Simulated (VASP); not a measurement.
Here is a VASP 6.6.1 calculation.

The input POSCAR:

```
NbP2
1.0
    0.0000000000      3.0160596600      3.0160596600
    3.0160596600      0.0000000000      3.0160596600
    3.0160596600      3.0160596600      0.0000000000
Nb P
1 2
Direct
    0.0000000000      0.0000000000      0.0000000000
    0.2500000000      0.2500000000      0.2500000000
    0.7500000000      0.7500000000      0.7500000000
```

The input INCAR.step1:

```
  PREC = Accurate
  ENCUT = 600
  ISMEAR = 0
  SIGMA = 0.1
  LREAL = False
  LASPH = True
  NELM = 100
  GGA = PE
  ALGO = Normal
  EDIFF = 1E-4
  LWAVE = True
  LCHARG = False
```

The input INCAR.step2:

```
  PREC = Accurate
  ENCUT = 600
  EDIFF = 1E-7
  ISMEAR = 0
  SIGMA = 0.1
  LREAL = False
  LASPH = True
  NELM = 100
  ALGO = Normal
  ISIF = 3
  LWAVE = False
  LCHARG = False
  METAGGA = R2SCAN
  LMIXTAU = True
  IBRION = 2
  NSW = 100
  EDIFFG = -0.01
  ISTART = 1
```

KPOINTS

```
Automatic mesh
0
Gamma
  14 14 14
```

Potentials or basis: VASP PAW PBE potentials, release 64 (Nb_sv, P).

Run with:

```bash
$ cat potpaw_PBE.64/Nb_sv/POTCAR potpaw_PBE.64/P/POTCAR > POTCAR
$ cp INCAR.step1 INCAR
$ mpirun -np 1 vasp_std > vasp.out
$ cp INCAR.step2 INCAR
$ mpirun -np 1 vasp_std > vasp.out
```

Estimate the relaxed volume.

18.26 Å³/atom.

Predict the relaxed cell.

a = 4.263 Å, b = 4.263 Å, c = 4.263 Å, α = 60.00°, β = 60.00°, γ = 60.00°.

What does it give for the band gap on the k mesh?

Zero (an odd number of electrons rules out a gap without spin polarisation).

Final structure:
```cif
data_structure
_symmetry_space_group_name_H-M 'P 1'
_symmetry_Int_Tables_number 1
_cell_length_a 4.2629
_cell_length_b 4.2629
_cell_length_c 4.2629
_cell_angle_alpha 60.000
_cell_angle_beta 60.000
_cell_angle_gamma 60.000
_cell_volume 54.78
loop_
_atom_site_label
_atom_site_type_symbol
_atom_site_fract_x
_atom_site_fract_y
_atom_site_fract_z
_atom_site_occupancy
Nb1 Nb 0.00000 0.00000 0.00000 1
P1 P 0.25000 0.25000 0.25000 1
P2 P 0.75000 0.75000 0.75000 1
```

Caveat: the PAW data sets were made with another functional, which shifts forces and pressure a little; an odd number of electrons without spin polarisation forces a metal; a magnetic or distorted state may lie lower.
